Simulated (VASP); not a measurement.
# Cr (Im-3m) in VASP: a series of runs, part 4 of 4

VASP 6.6.1.

**6. Electric field gradients, PBE, collinear spin, ferromagnetic start**

This run uses another cell than the first one, of 11.99 Å³/atom, 1.042 times its volume.

The input, INCAR:

```
SYSTEM = Cr
  ALGO = Normal
  EDIFF = 1E-8
  ENCUT = 520
  GGA = PE
  ISIF = 2
  ISMEAR = -1
  ISPIN = 2
  LASPH = .TRUE.
  LCHARG = .FALSE.
  LEFG = .TRUE.
  LMAXMIX = 4
  LORBIT = 11
  LREAL = .FALSE.
  LWAVE = .FALSE.
  MAGMOM = 3
  NBANDS = 16
  NELM = 150
  PREC = Accurate
  SIGMA = 0.08
```

The input, KPOINTS:

```
k-points
0
G
  18 18 18
  0 0 0
```

The input, POSCAR:

```
Cr
1.0
   -1.4419500000      1.4419500000      1.4419500000
    1.4419500000     -1.4419500000      1.4419500000
    1.4419500000      1.4419500000     -1.4419500000
Cr
1
Direct
    0.0000000000      0.0000000000      0.0000000000
```

Potentials or basis: VASP PAW PBE potentials, release 64 (Cr_pv).

Command:

```
> cat potpaw_PBE.64/Cr_pv/POTCAR > POTCAR
> mpirun -np 1 vasp_std > vasp.out
```

OUTCAR:

```text
SYSTEM = Cr
   EDIFF = 1E-8
   ENCUT = 520
   GGA = PE
   ISIF = 2
   ISMEAR = -1
   ISPIN = 2
   LASPH = .TRUE.
   LORBIT = 11
   LREAL = .FALSE.
   NELM = 150
   PREC = Accurate

 ion  position               nearest neighbor table
   1  0.000  0.000  0.000-

  LATTYP: Found a body centered cubic cell.
 ALAT       =     2.8839000000

  Lattice vectors:

 A1 = (  -1.4419500000,   1.4419500000,   1.4419500000)
 A2 = (   1.4419500000,  -1.4419500000,   1.4419500000)
 A3 = (   1.4419500000,   1.4419500000,  -1.4419500000)

Analysis of symmetry for initial positions (statically):
=====================================================================
 Subroutine PRICEL returns:
 Original cell was already a primitive cell.

 Routine SETGRP: Setting up the symmetry group for a
 body centered cubic supercell.

 Subroutine GETGRP returns: Found 48 space group operations
 (whereof 48 operations were pure point group operations)
 out of a pool of 48 trial point group operations.

The static configuration has the point symmetry O_h .

Analysis of symmetry for dynamics (positions and initial velocities):
=====================================================================
 Subroutine PRICEL returns:
 Original cell was already a primitive cell.

 Routine SETGRP: Setting up the symmetry group for a
 body centered cubic supercell.

 Subroutine GETGRP returns: Found 48 space group operations
 (whereof 48 operations were pure point group operations)
 out of a pool of 48 trial point group operations.

The dynamic configuration has the point symmetry O_h .

Analysis of structural, dynamic, and magnetic symmetry:
=====================================================================
 Subroutine PRICEL returns:
 Original cell was already a primitive cell.

 Routine SETGRP: Setting up the symmetry group for a
 body centered cubic supercell.

 Subroutine GETGRP returns: Found 48 space group operations
 (whereof 48 operations were pure point group operations)
 out of a pool of 48 trial point group operations.

The overall configuration has the point symmetry O_h .

 Subroutine INISYM returns: Found 48 space group operations
 (whereof 48 operations are pure point group operations),
 and found     1 'primitive' translations

----------------------------------------------------------------------------------------

                                     Primitive cell

  volume of cell :      11.9925

  direct lattice vectors                    reciprocal lattice vectors
    -1.441950000  1.441950000  1.441950000     0.000000000  0.346752661  0.346752661
     1.441950000 -1.441950000  1.441950000     0.346752661  0.000000000  0.346752661
     1.441950000  1.441950000 -1.441950000     0.346752661  0.346752661  0.000000000

  length of vectors
     2.497530662  2.497530662  2.497530662     0.490382316  0.490382316  0.490382316

  position of ions in fractional coordinates (direct lattice)
     0.000000000  0.000000000  0.000000000

  ion indices of the primitive-cell ions
   primitive index   ion index
                 1           1

[... 90 lines left out ...]
     AMIX     =   0.40;   BMIX     =  1.00
     AMIX_MAG =   1.60;   BMIX_MAG =  1.00
  volume/ion in A,a.u.               =      11.99        80.93
  Fermi-wavevector in a.u.,A,eV,Ry     =   1.637439  3.094310 36.480015  2.681205
  Thomas-Fermi vector in A             =   2.728578
   LORBIT       =     11    0 simple, 1 ext, 2 COOP (PROOUT), +10 PAW based schemes
   GGA     = PE    functional components
   LHFCALC =     F    Hartree Fock is set to
   AEXX    =    0.0000 exact exchange contribution
   IVDW    =     0    specifies the selected vdW correction
   LEPSILON=     F    determine dielectric tensor
   LRPA    =     F    only Hartree local field effects (RPA)
 spin polarized calculation
  energy-cutoff  :      520.00
  volume of cell :       11.99
 maximum number of plane-waves:       335
   NGX =  9   NGY =  9   NGZ =  9

 number of electron      11.9999992 magnetization      -0.0000215

 number of electron      11.9999992 magnetization       0.0000007

 Free energy of the ion-electron system (eV)
  ---------------------------------------------------
  ext. energy  EPLUGINS =         0.00000000
  ---------------------------------------------------
  free energy    TOTEN  =        -9.50831084 eV

  energy without entropy =       -9.49091329  energy(sigma->0) =       -9.49961206

 E-fermi :  10.4496     XC(G=0): -13.4576

 val. band max:       10.4296803381   @ k =  -0.3333   0.3333   0.2778
 cond. band min:      10.4617997249   @ k =  -0.3333   0.3333   0.2222
 fundamental gap:      0.0321193868
 Fermi energy:        10.4496198185

 spin component 1

 k-point     1 :       0.0000    0.0000    0.0000
  band No.  band energies     occupation
      1     -32.3320      1.00000
      2     -32.3320      1.00000
      3     -32.3320      1.00000
      4       2.7264      1.00000
      5       9.5791      0.99998
      6       9.5791      0.99998
[... 435 lines left out ...]
      5       8.1963      1.00000
      6      10.0992      0.98763
[... 8 lines left out ...]
     15      40.1779      0.00000
     16      40.9674      0.00000

 [... further k-points ...]

 spin component 2

 k-point     1 :       0.0000    0.0000    0.0000
  band No.  band energies     occupation
      1     -32.3320      1.00000
      2     -32.3320      1.00000
      3     -32.3320      1.00000
      4       2.7264      1.00000
      5       9.5791      0.99998
      6       9.5791      0.99998
[... 435 lines left out ...]
      5       8.1963      1.00000
      6      10.0992      0.98763
[... 8 lines left out ...]
     15      40.1779      0.00000
     16      40.9674      0.00000

 [... further k-points ...]
[... 5 lines left out ...]
  --------------------------------------------------------------------------------------
  -------------------------------------------------------------------------------------
  Total       -0.6923413     -0.6923413     -0.6923413      0.0000000      0.0000000      0.0000000
  in kB      -92.4954140    -92.4954140    -92.4954140      0.0000000      0.0000000      0.0000000
  external PRESSURE =     -92.4954140 kB  Pullay stress =       0.0000000 kB

 VOLUME and BASIS-vectors are now :
 -----------------------------------------------------------------------------
  energy-cutoff  :      520.00
  volume of cell :       11.99
      direct lattice vectors                 reciprocal lattice vectors
    -1.441950000  1.441950000  1.441950000     0.000000000  0.346752661  0.346752661
     1.441950000 -1.441950000  1.441950000     0.346752661  0.000000000  0.346752661
     1.441950000  1.441950000 -1.441950000     0.346752661  0.346752661  0.000000000

 POSITION                                       TOTAL-FORCE (eV/Angst)
 -----------------------------------------------------------------------------------
      0.00000      0.00000      0.00000        -0.000000      0.000000     -0.000000
 -----------------------------------------------------------------------------------
    total drift:                               -0.000000     -0.000000      0.000000

  FREE ENERGIE OF THE ION-ELECTRON SYSTEM (eV)
  ---------------------------------------------------
  free  energy   TOTEN  =        -9.5083108400 eV

  energy  without entropy=       -9.4909132896  energy(sigma->0) =       -9.49961206

 Electric field gradients (V/A^2)
---------------------------------------------------------------------
 ion       V_xx      V_yy      V_zz      V_xy      V_xz      V_yz
---------------------------------------------------------------------
   1      -0.000     0.000    -0.000    -0.002    -0.002    -0.002
---------------------------------------------------------------------

 Electric field gradients after diagonalization (V/A^2)
 (convention: |V_zz| > |V_xx| > |V_yy|)
----------------------------------------------------------------------
 ion       V_xx      V_yy      V_zz     asymmetry (V_yy - V_xx)/ V_zz
----------------------------------------------------------------------
   1       0.002     0.002    -0.005       0.000
----------------------------------------------------------------------

           NMR quadrupolar parameters

 Cq : quadrupolar parameter    Cq=e*Q*V_zz/h
 eta: asymmetry parameters     (V_yy - V_xx)/ V_zz
 Q  : nuclear electric quadrupole moment in mb (millibarn)
----------------------------------------------------------------------
 ion       Cq(MHz)       eta       Q (mb)
----------------------------------------------------------------------
   1      -0.000       0.000       1.000
----------------------------------------------------------------------

 total charge

# of ion       s       p       d       tot
------------------------------------------
    1        0.427   6.383   4.168  10.978

 magnetization (x)

# of ion       s       p       d       tot
------------------------------------------
    1       -0.000  -0.000   0.000   0.000
```

OSZICAR:

```text
N       E                     dE             d eps       ncg     rms          rms(c)
DAV:   1     0.815228796268E+02    0.81523E+02   -0.62161E+03 12912   0.854E+02
DAV:   2    -0.826302586201E+01   -0.89786E+02   -0.85435E+02 13512   0.246E+02
DAV:   3    -0.975344824604E+01   -0.14904E+01   -0.14872E+01 14344   0.350E+01
DAV:   4    -0.975886398096E+01   -0.54157E-02   -0.54157E-02 14424   0.209E+00
DAV:   5    -0.975890562570E+01   -0.41645E-04   -0.41645E-04 14312   0.164E-01    0.179E+01
DAV:   6    -0.945981838380E+01    0.29909E+00   -0.21577E+00 12856   0.258E+01    0.385E+00
DAV:   7    -0.950837314251E+01   -0.48555E-01   -0.16108E-01 13184   0.307E+00    0.225E+00
DAV:   8    -0.951180179096E+01   -0.34286E-02   -0.53312E-03 13944   0.888E-01    0.953E-01
DAV:   9    -0.950798302383E+01    0.38188E-02   -0.17722E-03 13664   0.459E-01    0.268E-01
DAV:  10    -0.950829878371E+01   -0.31576E-03   -0.32500E-04 13520   0.177E-01    0.553E-02
DAV:  11    -0.950831550605E+01   -0.16722E-04   -0.13614E-05 14552   0.292E-02    0.226E-02
DAV:  12    -0.950831322819E+01    0.22779E-05   -0.13093E-06 13192   0.870E-03    0.844E-03
DAV:  13    -0.950831076831E+01    0.24599E-05   -0.67435E-07 13144   0.664E-03    0.340E-03
DAV:  14    -0.950831076301E+01    0.52980E-08   -0.14022E-07 13256   0.466E-03    0.416E-04
DAV:  15    -0.950831080969E+01   -0.46681E-07   -0.39702E-09 10016   0.595E-04    0.205E-04
DAV:  16    -0.950831083464E+01   -0.24949E-07   -0.75461E-10  6544   0.268E-04    0.812E-05
DAV:  17    -0.950831083998E+01   -0.53460E-08   -0.13196E-10  6328   0.115E-04
   1 F= -.95083108E+01 E0= -.94996121E+01  d E =-.173976E-01  mag=     0.0000
```

Run time: 2.6 min. Hardware: 1 thread of AMD EPYC 7R13, shared host; peak memory 0.14 GiB.

Results:

```
Free energy                                           : -9.5083 eV
Pressure                                              : -9.2 GPa
Band gap on the k mesh                                : zero (filled and empty bands overlap)
Net moment                                            : 0.00 μB per cell
Valence electrons inside the program's atomic spheres : Cr 10.98
```

Caveat: the starting moments collapsed, and a magnetic state may lie lower; without QUAD_EFG the Cq values of the log hold for a quadrupole moment of 1 mb, not for the nuclei.
